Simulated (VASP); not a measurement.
# NiO (Fm-3m) in VASP: single point with PBE

Aim: the single point of NiO with PBE.

Everything below comes from runs of VASP 6.6.1. Logs are shortened: lines on timing, memory, paths and dates and some standing lists are left out, and cuts for length are marked.

## 1. The cell of the first run

Symmetry: Fm-3m, No. 225, cubic system. The conventional cell has a = 4.172 Å, b = 4.172 Å, c = 4.172 Å, α = 90.00°, β = 90.00°, γ = 90.00°. Within 2.8 Å of Ni (site symmetry m-3m) lie 6 O at 2.09 Å. O (site symmetry m-3m) has 6 Ni at 2.09 Å within 2.8 Å.

## 2. Single point, PBE, collinear spin, ferromagnetic start

INCAR reads:

```
SYSTEM = NiO
ALGO = Normal
EDIFF = 1E-6
ENCUT = 520
GGA = PE
ISIF = 2
ISMEAR = 1
ISPIN = 2
LASPH = .TRUE.
LCHARG = .TRUE.
LELF = .TRUE.
LMAXMIX = 4
LORBIT = 11
LREAL = .FALSE.
LVHAR = .TRUE.
LWAVE = .FALSE.
MAGMOM = 1 0
NBANDS = 19
NELM = 150
PREC = Accurate
SIGMA = 0.15
```

KPOINTS reads:

```
k-points
0
G
  5 5 5
  0 0 0
```

POSCAR reads:

```
NiO
1.0
    2.9499100000      0.0000000000      0.0000000000
    1.4749550000      2.5546969989      0.0000000000
    1.4749550000      0.8515656663      2.4085914290
Ni O
1 1
Direct
    0.0000000000      0.0000000000      0.0000000000
    0.5000000000      0.5000000000      0.5000000000
```

Potentials or basis: VASP PAW PBE potentials, release 64 (Ni, O).

Started as:

```bash
$ cat potpaw_PBE.64/Ni/POTCAR potpaw_PBE.64/O/POTCAR > POTCAR
$ mpirun -np 1 vasp_std > vasp.out
```

OUTCAR:

```text
SYSTEM = NiO
   EDIFF = 1E-6
   ENCUT = 520
   GGA = PE
   ISIF = 2
   ISMEAR = 1
   ISPIN = 2
   LASPH = .TRUE.
   LORBIT = 11
   LREAL = .FALSE.
   NELM = 150
   PREC = Accurate

 ion  position               nearest neighbor table
   1  0.000  0.000  0.000-   2 2.09   2 2.09   2 2.09   2 2.09   2 2.09   2 2.09
   2  0.500  0.500  0.500-   1 2.09   1 2.09   1 2.09   1 2.09   1 2.09   1 2.09

  LATTYP: Found a face centered cubic cell.
 ALAT       =     4.1718027298

  Lattice vectors:

 A1 = (   2.9499100000,   0.0000000000,   0.0000000000)
 A2 = (   1.4749550000,   2.5546969989,   0.0000000000)
 A3 = (   1.4749550000,   0.8515656663,   2.4085914290)

Analysis of symmetry for initial positions (statically):
=====================================================================
 Subroutine PRICEL returns:
 Original cell was already a primitive cell.

 Routine SETGRP: Setting up the symmetry group for a
 face centered cubic supercell.

 Subroutine GETGRP returns: Found 48 space group operations
 (whereof 48 operations were pure point group operations)
 out of a pool of 48 trial point group operations.

The static configuration has the point symmetry O_h .

Analysis of symmetry for dynamics (positions and initial velocities):
=====================================================================
 Subroutine PRICEL returns:
 Original cell was already a primitive cell.

 Routine SETGRP: Setting up the symmetry group for a
 face centered cubic supercell.

 Subroutine GETGRP returns: Found 48 space group operations
 (whereof 48 operations were pure point group operations)
 out of a pool of 48 trial point group operations.

The dynamic configuration has the point symmetry O_h .

Analysis of structural, dynamic, and magnetic symmetry:
=====================================================================
 Subroutine PRICEL returns:
 Original cell was already a primitive cell.

 Routine SETGRP: Setting up the symmetry group for a
 face centered cubic supercell.

 Subroutine GETGRP returns: Found 48 space group operations
 (whereof 48 operations were pure point group operations)
 out of a pool of 48 trial point group operations.

The overall configuration has the point symmetry O_h .

 Subroutine INISYM returns: Found 48 space group operations
 (whereof 48 operations are pure point group operations),
 and found     1 'primitive' translations

----------------------------------------------------------------------------------------

                                     Primitive cell

  volume of cell :      18.1514

  direct lattice vectors                    reciprocal lattice vectors
     2.949910000  0.000000000  0.000000000     0.338993393 -0.195717927 -0.138393473
     1.474955000  2.554696999  0.000000000     0.000000000  0.391435853 -0.138393473
     1.474955000  0.851565666  2.408591429     0.000000000  0.000000000  0.415180420

  length of vectors
     2.949910000  2.949910000  2.949910000     0.415180420  0.415180420  0.415180420

  position of ions in fractional coordinates (direct lattice)
     0.000000000  0.000000000  0.000000000
     0.500000000  0.500000000  0.500000000

  ion indices of the primitive-cell ions
   primitive index   ion index
                 1           1
                 2           2

----------------------------------------------------------------------------------------

 KPOINTS: k-points

Automatic generation of k-mesh.
 Grid dimensions read from file:
 generate k-points for:    5    5    5

 Generating k-lattice:

  Cartesian coordinates                     Fractional coordinates (reciprocal lattice)
     0.067798679 -0.039143585 -0.027678695     0.200000000  0.000000000  0.000000000
     0.000000000  0.078287171 -0.027678695     0.000000000  0.200000000 -0.000000000
     0.000000000  0.000000000  0.083036084     0.000000000  0.000000000  0.200000000

  Length of vectors
     0.083036084  0.083036084  0.083036084

  Shift w.r.t. Gamma in fractional coordinates (k-lattice)
     0.000000000  0.000000000  0.000000000

 Subroutine IBZKPT returns following result:
 ===========================================

 Found     10 irreducible k-points:

 Following reciprocal coordinates:
            Coordinates               Weight
  0.000000  0.000000  0.000000      1.000000
  0.200000 -0.000000 -0.000000      8.000000
  0.400000  0.000000  0.000000      8.000000
  0.200000  0.200000 -0.000000      6.000000
  0.400000  0.200000 -0.000000     24.000000
 -0.400000  0.200000  0.000000     24.000000
 -0.200000  0.200000  0.000000     12.000000
  0.400000  0.400000  0.000000      6.000000
 -0.400000  0.400000  0.000000     12.000000
 -0.400000  0.400000  0.200000     24.000000
   k-points           NKPTS =     10   k-points in BZ     NKDIM =     10   number of bands    NBANDS=     19
   number of dos      NEDOS =    301   number of ions     NIONS =      2
   total plane-waves  NPLWV =  13824
   dimension x,y,z NGX =    24 NGY =   24 NGZ =   24
   dimension x,y,z NGXF=    48 NGYF=   48 NGZF=   48
   ions per type =               1   1
   NGX,Y,Z   is equivalent  to a cutoff of  13.53, 13.53, 13.53 a.u.
   NGXF,Y,Z  is equivalent  to a cutoff of  27.05, 27.05, 27.05 a.u.
 SYSTEM =  NiO
   PREC   = accura    normal or accurate (medium, high low for compatibility)
   ISTART =      0    job   : 0-new  1-cont  2-samecut
   ICHARG =      2    charge: 1-file 2-atom 10-const
   ISPIN  =      2    spin polarized calculation?
   LNONCOLLINEAR =      F non collinear calculations
   LSORBIT =      F    spin-orbit coupling
   LASPH  =      T    aspherical Exc in radial PAW
   ENCUT  =  520.0 eV  38.22 Ry    6.18 a.u.   5.48  5.48  5.48*2*pi/ulx,y,z
   NELM   =    150;   NELMIN=  2; NELMDL= -5     # of ELM steps
   EDIFF  = 0.1E-05   stopping-criterion for ELM
   LREAL  =      F    real-space projection
   EDIFFG = 0.1E-04   stopping-criterion for IOM
   NSW    =      0    number of steps for IOM
   IBRION =     -1    ionic relax: 0-MD 1-quasi-New 2-CG
   NFREE  =      0    steps in history (QN), initial steepest desc. (CG)
   ISIF   =      2    stress and relaxation
   ISYM   =      2    0-nonsym 1-usesym 2-fastsym
   POTIM  = 0.5000    time-step for ionic-motion
   TEBEG  =    0.0;   TEEND  =   0.0 temperature during run
   PSTRESS=    0.0 pullay stress
   NELECT =      16.0000    total number of electrons
   NUPDOWN=      -1.0000    fix difference up-down
   EMIN   =  10.00;   EMAX   =-10.00  energy-range for DOS
   EFERMI =   0.00;   METHOD = LEGACY
   ISMEAR =     1;   SIGMA  =   0.15  broadening in eV -4-tet -1-fermi 0-gaus
   EFERMI_NEDOS =   21; number of points for ismear=-14 and -15
   IALGO  =     38    algorithm
   IMIX   =      4    mixing-type and parameters
     AMIX     =   0.40;   BMIX     =  1.00
     AMIX_MAG =   1.60;   BMIX_MAG =  1.00
  volume/ion in A,a.u.               =       9.08        61.25
  Fermi-wavevector in a.u.,A,eV,Ry     =   1.569680  2.966265 33.523321  2.463895
  Thomas-Fermi vector in A             =   2.671526
   LORBIT       =     11    0 simple, 1 ext, 2 COOP (PROOUT), +10 PAW based schemes
   GGA     = PE    functional components
   LHFCALC =     F    Hartree Fock is set to
   AEXX    =    0.0000 exact exchange contribution
   IVDW    =     0    specifies the selected vdW correction
   LEPSILON=     F    determine dielectric tensor
   LRPA    =     F    only Hartree local field effects (RPA)
 spin polarized calculation
 Methfessel and Paxton  Order N= 1 SIGMA  =   0.15
  energy-cutoff  :      520.00
  volume of cell :       18.15
 maximum number of plane-waves:       531
 NGX is ok and might be reduce to    24
   NGX = 11   NGY = 11   NGZ = 11

 number of electron      16.0000001 magnetization       1.1725858

 Free energy of the ion-electron system (eV)
  ---------------------------------------------------
  ext. energy  EPLUGINS =         0.00000000
  ---------------------------------------------------
  free energy    TOTEN  =       -11.46336562 eV

  energy without entropy =      -11.46386969  energy(sigma->0) =      -11.46353365

 E-fermi :   8.1197     XC(G=0): -12.7050

 val. band max:        8.0376601085   @ k =  -0.4000   0.4000   0.2000
 cond. band min:       8.1524648704   @ k =   0.2000   0.2000  -0.0000
 fundamental gap:      0.1148047619
 Fermi energy:         8.1197126523

 spin component 1

 k-point     1 :       0.0000    0.0000    0.0000
  band No.  band energies     occupation
      1     -12.5641      1.00000
      2       4.8019      1.00000
      3       4.8019      1.00000
      4       4.8019      1.00000
      5       5.3953      1.00000
      6       5.3953      1.00000
[... 11 lines left out ...]
     18      34.0087      0.00000
     19      34.0087      0.00000

 k-point     2 :       0.2000   -0.0000   -0.0000
  band No.  band energies     occupation
      1     -12.1427      1.00000
      2       2.4545      1.00000
      3       3.3254      1.00000
      4       3.3254      1.00000
      5       5.8575      1.00000
      6       5.8575      1.00000
[... 11 lines left out ...]
     18      38.1801      0.00000
     19      38.1801      0.00000

 k-point     3 :       0.4000    0.0000    0.0000
  band No.  band energies     occupation
      1     -11.3497      1.00000
      2       0.0436      1.00000
      3       2.3078      1.00000
      4       2.3078      1.00000
      5       6.3002      1.00000
      6       6.3002      1.00000
[... 125 lines left out ...]
  band No.  band energies     occupation
      1     -11.0799      1.00000
      2       1.1759      1.00000
      3       2.0465      1.00000
      4       2.8710      1.00000
      5       5.5069      1.00000
      6       6.5047      1.00000
[... 11 lines left out ...]
     18      40.2037      0.00000
     19      44.1204      0.00000

 k-point    10 :      -0.4000    0.4000    0.2000
  band No.  band energies     occupation
      1     -11.1043      1.00000
      2       1.0027      1.00000
      3       2.1527      1.00000
      4       2.2699      1.00000
      5       6.0753      1.00000
      6       6.1466      1.00000
[... 11 lines left out ...]
     18      39.0517      0.00000
     19      41.9876      0.00000
 Fermi energy:         8.1197126523

 spin component 2

 k-point     1 :       0.0000    0.0000    0.0000
  band No.  band energies     occupation
      1     -12.3211      1.00000
      2       5.0792      1.00000
      3       5.0792      1.00000
      4       5.0792      1.00000
      5       6.1903      1.00000
      6       6.1904      1.00000
[... 11 lines left out ...]
     18      34.4265      0.00000
     19      34.4265      0.00000

 k-point     2 :       0.2000   -0.0000   -0.0000
  band No.  band energies     occupation
      1     -11.8937      1.00000
      2       2.7210      1.00000
      3       3.9679      1.00000
      4       3.9679      1.00000
      5       6.5282      1.00000
      6       6.5283      1.00000
[... 11 lines left out ...]
     18      38.5827      0.00000
     19      38.5827      0.00000

 k-point     3 :       0.4000    0.0000    0.0000
  band No.  band energies     occupation
      1     -11.0875      1.00000
      2       0.2735      1.00000
      3       2.9839      1.00000
      4       2.9839      1.00000
      5       6.9893      1.00000
      6       6.9893      1.00000
[... 126 lines left out ...]
      1     -10.7942      1.00000
      2       1.3867      1.00000
      3       2.3386      1.00000
      4       3.3708      1.00000
      5       6.0704      1.00000
      6       7.2094      1.00000
[... 11 lines left out ...]
     18      40.5942      0.00000
     19      44.3939      0.00000

 k-point    10 :      -0.4000    0.4000    0.2000
  band No.  band energies     occupation
      1     -10.8238      1.00000
      2       1.2701      1.00000
      3       2.4035      1.00000
      4       2.8267      1.00000
      5       6.6215      1.00000
      6       7.1116      1.00000
[... 11 lines left out ...]
     18      39.3867      0.00000
     19      42.2867      0.00000

------------------------ aborting loop because EDIFF is reached ----------------------------------------

  FORCE on cell =-STRESS in cart. coord.  units (eV):
  Direction    XX          YY          ZZ          XY          YZ          ZX
  --------------------------------------------------------------------------------------
  -------------------------------------------------------------------------------------
  Total        0.1353558      0.1353558      0.1353558      0.0000000      0.0000000      0.0000000
  in kB       11.9474733     11.9474733     11.9474733      0.0000000      0.0000000      0.0000000
  external PRESSURE =      11.9474733 kB  Pullay stress =       0.0000000 kB

 VOLUME and BASIS-vectors are now :
 -----------------------------------------------------------------------------
  energy-cutoff  :      520.00
  volume of cell :       18.15
      direct lattice vectors                 reciprocal lattice vectors
     2.949910000  0.000000000  0.000000000     0.338993393 -0.195717927 -0.138393473
     1.474955000  2.554696999  0.000000000     0.000000000  0.391435853 -0.138393473
     1.474955000  0.851565666  2.408591429     0.000000000  0.000000000  0.415180420

 POSITION                                       TOTAL-FORCE (eV/Angst)
 -----------------------------------------------------------------------------------
      0.00000      0.00000      0.00000         0.000000      0.000000      0.000000
      2.94991      1.70313      1.20430        -0.000000     -0.000000      0.000000
 -----------------------------------------------------------------------------------
    total drift:                               -0.000000      0.000000     -0.000000

  FREE ENERGIE OF THE ION-ELECTRON SYSTEM (eV)
  ---------------------------------------------------
  free  energy   TOTEN  =       -11.4633656238 eV

  energy  without entropy=      -11.4638696922  energy(sigma->0) =      -11.46353365

 total charge

# of ion       s       p       d       tot
------------------------------------------
    1        0.331   0.397   8.301   9.029
    2        1.569   3.389   0.000   4.957
--------------------------------------------------
tot          1.899   3.786   8.301  13.987

 magnetization (x)

# of ion       s       p       d       tot
------------------------------------------
    1        0.008   0.015   0.997   1.020
    2        0.019   0.129   0.000   0.148
--------------------------------------------------
tot          0.027   0.144   0.997   1.168
```

Run time: 48 s. Hardware: 1 thread of AMD EPYC 7R43 (Zen 3), shared host; peak memory 0.12 GiB.

Results:

- Free energy: -11.4634 eV
- Pressure: 1.2 GPa
- Net moment: 1.17 μB per cell
- Site moments: Ni +1.02; O +0.15 μB
- Valence electrons inside the program's atomic spheres: Ni 9.03; O 4.96

Caveat: the k points lie up to 0.52 Å⁻¹ apart; a cell with one magnetic atom can't hold antiferromagnetic order, which such compounds often take; semilocal functionals often make such compounds metallic where correlation or magnetic order opens a gap, which also shifts bond lengths. With open d or f shells a metallic result of PBE can be an artefact of self-interaction; +U or a hybrid may open a gap.
